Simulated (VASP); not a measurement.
# Ru (P6_3/mmc) in VASP: single point with PBEsol

Aim: the single point of Ru with PBEsol.

All numbers are computed with VASP 6.6.1; they aren't measurements. Logs are shortened: lines on timing, memory, paths and dates and some standing lists are left out, and cuts for length are marked.

## Step 1: The cell of the first run

Symmetry: P6_3/mmc, No. 194, hexagonal system. The conventional cell has a = 2.691 Å, b = 2.691 Å, c = 4.247 Å, α = 90.00°, β = 90.00°, γ = 120.00°. Ru (site symmetry -6m2) has 12 Ru at 2.63 to 2.69 Å within 3.5 Å.

## Step 2: Single point, PBEsol

INCAR reads:

```
SYSTEM = Ru
PREC = Accurate
ENCUT = 520
EDIFF = 1E-6
ISMEAR = 0
SIGMA = 0.1
LREAL = .FALSE.
LASPH = .TRUE.
NELM = 60
ALGO = Fast
ISIF = 2
LWAVE = .FALSE.
LCHARG = .FALSE.
GGA = PS
NBANDS = 21
```

KPOINTS reads:

```
regular mesh
0
G
  39 39 22
  0 0 0
```

POSCAR reads:

```
Ru
1.0
    2.6911324382      0.0000000000      0.0000000000
   -1.3455662191      2.3305890565      0.0000000000
    0.0000000000      0.0000000000      4.2472841372
Ru
2
Direct
    0.3333333333      0.6666666667      0.2500000000
    0.6666666667      0.3333333333      0.7500000000
```

Potentials or basis: VASP PAW PBE potentials, release 64 (Ru_pv).

Command:

```
cat potpaw_PBE.64/Ru_pv/POTCAR > POTCAR
mpirun -np 1 vasp_std > vasp.out
```

OUTCAR:

```text
SYSTEM = Ru
   PREC = Accurate
   ENCUT = 520
   EDIFF = 1E-6
   ISMEAR = 0
   LREAL = .FALSE.
   LASPH = .TRUE.
   NELM = 60
   ISIF = 2
   GGA = PS

 ion  position               nearest neighbor table
   1  0.333  0.667  0.250-   2 2.63   2 2.63   2 2.63   2 2.63   2 2.63   2 2.63
   2  0.667  0.333  0.750-   1 2.63   1 2.63   1 2.63   1 2.63   1 2.63   1 2.63

  LATTYP: Found a hexagonal cell.
 ALAT       =     2.6911324382
 C/A-ratio  =     1.5782516226

  Lattice vectors:

 A1 = (   2.6911324382,   0.0000000000,   0.0000000000)
 A2 = (  -1.3455662191,   2.3305890565,   0.0000000000)
 A3 = (   0.0000000000,   0.0000000000,   4.2472841372)

Analysis of symmetry for initial positions (statically):
=====================================================================
 Subroutine PRICEL returns:
 Original cell was already a primitive cell.

 Routine SETGRP: Setting up the symmetry group for a
 hexagonal supercell.

 Subroutine GETGRP returns: Found 24 space group operations
 (whereof 12 operations were pure point group operations)
 out of a pool of 24 trial point group operations.

The static configuration has the point symmetry D_3d.
 The point group associated with its full space group is D_6h.

Analysis of symmetry for dynamics (positions and initial velocities):
=====================================================================
 Subroutine PRICEL returns:
 Original cell was already a primitive cell.

 Routine SETGRP: Setting up the symmetry group for a
 hexagonal supercell.

 Subroutine GETGRP returns: Found 24 space group operations
 (whereof 12 operations were pure point group operations)
 out of a pool of 24 trial point group operations.

The dynamic configuration has the point symmetry D_3d.
 The point group associated with its full space group is D_6h.

 Subroutine INISYM returns: Found 24 space group operations
 (whereof 12 operations are pure point group operations),
 and found     1 'primitive' translations

----------------------------------------------------------------------------------------

                                     Primitive cell

  volume of cell :      26.6386

  direct lattice vectors                    reciprocal lattice vectors
     2.691132438  0.000000000  0.000000000     0.371590779  0.214538036  0.000000000
    -1.345566219  2.330589057  0.000000000     0.000000000  0.429076073  0.000000000
     0.000000000  0.000000000  4.247284137     0.000000000  0.000000000  0.235444573

  length of vectors
     2.691132438  2.691132438  4.247284137     0.429076073  0.429076073  0.235444573

  position of ions in fractional coordinates (direct lattice)
     0.333333333  0.666666667  0.250000000
     0.666666667  0.333333333  0.750000000
[... 79 lines left out ...]
   EDIFFG = 0.1E-04   stopping-criterion for IOM
   NSW    =      0    number of steps for IOM
   IBRION =     -1    ionic relax: 0-MD 1-quasi-New 2-CG
   NFREE  =      0    steps in history (QN), initial steepest desc. (CG)
   ISIF   =      2    stress and relaxation
   ISYM   =      2    0-nonsym 1-usesym 2-fastsym
   POTIM  = 0.5000    time-step for ionic-motion
   TEBEG  =    0.0;   TEEND  =   0.0 temperature during run
   PSTRESS=    0.0 pullay stress
   NELECT =      28.0000    total number of electrons
   NUPDOWN=      -1.0000    fix difference up-down
   EMIN   =  10.00;   EMAX   =-10.00  energy-range for DOS
   EFERMI =   0.00;   METHOD = LEGACY
   ISMEAR =     0;   SIGMA  =   0.10  broadening in eV -4-tet -1-fermi 0-gaus
   EFERMI_NEDOS =   21; number of points for ismear=-14 and -15
   IALGO  =     68    algorithm
   IMIX   =      4    mixing-type and parameters
     AMIX     =   0.40;   BMIX     =  1.00
     AMIX_MAG =   1.60;   BMIX_MAG =  1.00
  volume/ion in A,a.u.               =      13.32        89.88
  Fermi-wavevector in a.u.,A,eV,Ry     =   1.664524  3.145495 37.696862  2.770641
  Thomas-Fermi vector in A             =   2.751053
   LORBIT       =      0    0 simple, 1 ext, 2 COOP (PROOUT), +10 PAW based schemes
   GGA     = PS    functional components
   LHFCALC =     F    Hartree Fock is set to
   AEXX    =    0.0000 exact exchange contribution
   IVDW    =     0    specifies the selected vdW correction
   LEPSILON=     F    determine dielectric tensor
   LRPA    =     F    only Hartree local field effects (RPA)
 non-spin polarized calculation
 RMM-DIIS sequential band-by-band and
 Gauss-broadening in eV      SIGMA  =   0.10
  energy-cutoff  :      520.00
  volume of cell :       26.64
 maximum number of plane-waves:       738
 NGX is ok and might be reduce to    20
   NGX =  9   NGY =  9   NGZ = 15

 number of electron      27.9999997 magnetization

 Free energy of the ion-electron system (eV)
  ---------------------------------------------------
  ext. energy  EPLUGINS =         0.00000000
  ---------------------------------------------------
  free energy    TOTEN  =       -20.34654147 eV

  energy without entropy =      -20.33881289  energy(sigma->0) =      -20.34267718

 E-fermi :  13.0583     XC(G=0): -14.4000

 val. band max:       13.0574817127   @ k =   0.3590   0.0513   0.3182
 cond. band min:      13.0585729674   @ k =   0.3077   0.1795   0.2727
 fundamental gap:      0.0010912547
 Fermi energy:        13.0582518622

 k-point     1 :       0.0000    0.0000    0.0000
  band No.  band energies     occupation
      1     -30.6308      2.00000
      2     -29.6316      2.00000
      3     -29.6316      2.00000
      4     -29.4476      2.00000
      5     -29.4476      2.00000
      6     -29.3991      2.00000
[... 565 lines left out ...]
     20      23.3037      0.00000
     21      23.5641      0.00000

 [... further k-points ...]

------------------------ aborting loop because EDIFF is reached ----------------------------------------

  FORCE on cell =-STRESS in cart. coord.  units (eV):
  Direction    XX          YY          ZZ          XY          YZ          ZX
  --------------------------------------------------------------------------------------
  -------------------------------------------------------------------------------------
  Total       -0.0072439     -0.0072439     -0.0013067      0.0000000      0.0000000      0.0000000
  in kB       -0.4356816     -0.4356816     -0.0785894      0.0000000      0.0000000      0.0000000
  external PRESSURE =      -0.3166509 kB  Pullay stress =       0.0000000 kB

 VOLUME and BASIS-vectors are now :
 -----------------------------------------------------------------------------
  energy-cutoff  :      520.00
  volume of cell :       26.64
      direct lattice vectors                 reciprocal lattice vectors
     2.691132438  0.000000000  0.000000000     0.371590779  0.214538036  0.000000000
    -1.345566219  2.330589057  0.000000000     0.000000000  0.429076073  0.000000000
     0.000000000  0.000000000  4.247284137     0.000000000  0.000000000  0.235444573

 POSITION                                       TOTAL-FORCE (eV/Angst)
 -----------------------------------------------------------------------------------
     -0.00000      1.55373      1.06182        -0.000000      0.000000      0.000000
      1.34557      0.77686      3.18546         0.000000      0.000000      0.000000
 -----------------------------------------------------------------------------------
    total drift:                                0.000000     -0.000000      0.000000

  FREE ENERGIE OF THE ION-ELECTRON SYSTEM (eV)
  ---------------------------------------------------
  free  energy   TOTEN  =       -20.3465414700 eV

  energy  without entropy=      -20.3388128853  energy(sigma->0) =      -20.34267718
```

Run time: 5.7 min. Hardware: 1 thread of Intel Xeon 6975P-C (Granite Rapids), shared host; peak memory 0.79 GiB.

Results:

| Quantity | Value |
| --- | --- |
| Free energy | -20.3465 eV |
| Pressure | 0.0 GPa |
| Band gap on the k mesh | zero (bands 14 and 15 overlap by 3.36 eV) |

Levels at points of the mesh, in eV from the Fermi level:
```
           k point  band 10  band 11  band 12  band 13  band 14  band 15  band 16  band 17  band 18  band 19
(0.00, 0.00, 0.00)    -2.69    -2.48    -1.98    -1.98    -1.46    -1.46     1.22     1.22     1.28    10.21
(0.00, 0.00, 0.50)    -2.87    -2.87    -2.87    -2.79    -2.79     0.57     0.57     0.57     0.57    10.25
```

Caveat: the PAW data sets were made with another functional, which shifts forces and pressure a little.
